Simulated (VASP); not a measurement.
Write the native input for VASP 6.6.1 that does the following.

```
Task                   : single point
Functional             : revPBE
Dispersion             : D4
Potentials or basis    : VASP PAW PBE potentials, release 64 (Mn_pv, S)
Cutoff                 : 520 eV
k mesh                 : 9 × 9 × 9
Occupations            : fermi-dirac, width 0.025 eV
Spin                   : collinear spin, ferromagnetic start
Starting moments       : [4.0, 0.0] μB
Hubbard terms          : Mn d U = 3.0 eV
Dipole correction      : no
Further INCAR settings : ALGO = Normal; EDIFF = 1e-06; NBANDS = 20
```

The structure of MnS lies in POSCAR:

```
MnS
1.0
    0.0000000000      2.6387736672      2.6387736672
    2.6387736672      0.0000000000      2.6387736672
    2.6387736672      2.6387736672      0.0000000000
Mn S
1 1
Direct
    0.0000000000      0.0000000000      0.0000000000
    0.5000000000      0.5000000000      0.5000000000
```

One way to write it, as run:

INCAR

```
PREC = Accurate
ENCUT = 520
EDIFF = 1E-6
ISMEAR = -1
SIGMA = 0.025
LREAL = False
LASPH = True
NELM = 150
ALGO = Normal
ISIF = 2
LWAVE = False
LCHARG = False
ISPIN = 2
MAGMOM = 4 0
LORBIT = 11
LMAXMIX = 4
LDAU = True
LDAUTYPE = 2
LDAUL = 2 -1
LDAUU = 3 0
LDAUJ = 0 0
LDAUPRINT = 1
GGA = RE
IVDW = 13
NBANDS = 20
```

KPOINTS

```
Automatic mesh
0
Gamma
  9 9 9
```

Potentials or basis: VASP PAW PBE potentials, release 64 (Mn_pv, S).

The run is started by

```sh
$ cat potpaw_PBE.64/Mn_pv/POTCAR potpaw_PBE.64/S/POTCAR > POTCAR
$ mpirun -np 1 vasp_std > vasp.out
```

It gave:

| Item | Value |
| --- | --- |
| Pressure | -3.7 GPa |
| Band gap on the k mesh | 0.63 eV (least direct gap 2.42 eV) |
| Net moment | 5.00 μB per cell |
| Site moments | Mn +4.58; S +0.09 μB |
| Valence electrons inside the program's atomic spheres | Mn 11.24; S 3.78 |
| Dispersion energy per atom | -0.693 eV |

Caveat: the cell stands under tension; semilocal functionals underestimate gaps, and a narrow one can read as zero; the PAW data sets were made with another functional, which shifts forces and pressure a little; an odd mesh through Γ misses points on the zone boundary, where band edges can lie; a cell with one magnetic atom can't hold antiferromagnetic order, which such compounds often take.

It took 45 s on 1 thread of Intel(R) Xeon(R) Platinum 8259CL CPU @ 2.50GHz (Skylake/Cascade Lake), with other jobs on the host, peak memory 0.19 GiB.
